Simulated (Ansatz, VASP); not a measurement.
**One calculation of Cr, two programs**

```
CELL_PARAMETERS angstrom
-0.01743 1.81563 1.81066
1.83101 -0.01704 1.81027
1.85590 1.84013 -0.04193
ATOMIC_POSITIONS crystal
Cr 0.00000 0.00000 0.00000
```

Alike in both runs: task single point; functional PBE; k mesh 10 × 10 × 10; occupations fermi-dirac, width 0.05 eV; collinear spin; fixed moment 2.2 μB.

|  | VASP | Ansatz |
| --- | --- | --- |
| version | VASP 6.6.1 | Ansatz 0.2.0 |
| potentials or method | VASP PAW PBE potentials, release 64 (Cr_sv) | Ansatz PAW |
| plane-wave cutoff (eV) | 700 | 420 |
| valence electrons in the cell | 14 | 14 |

```tsv
	VASP	Ansatz	Ansatz less VASP
pressure (GPa)	12.0	12.7	+0.70
traceless stress, the component that is largest in VASP (GPa)	3.31	3.31	-0.001
net moment per atom (μB)	2.20	2.20	0.000
size of the moment on the site where the two differ most (μB)	1.82	1.96	+0.134
```

Site moments also hang on the region over which each program counts them.
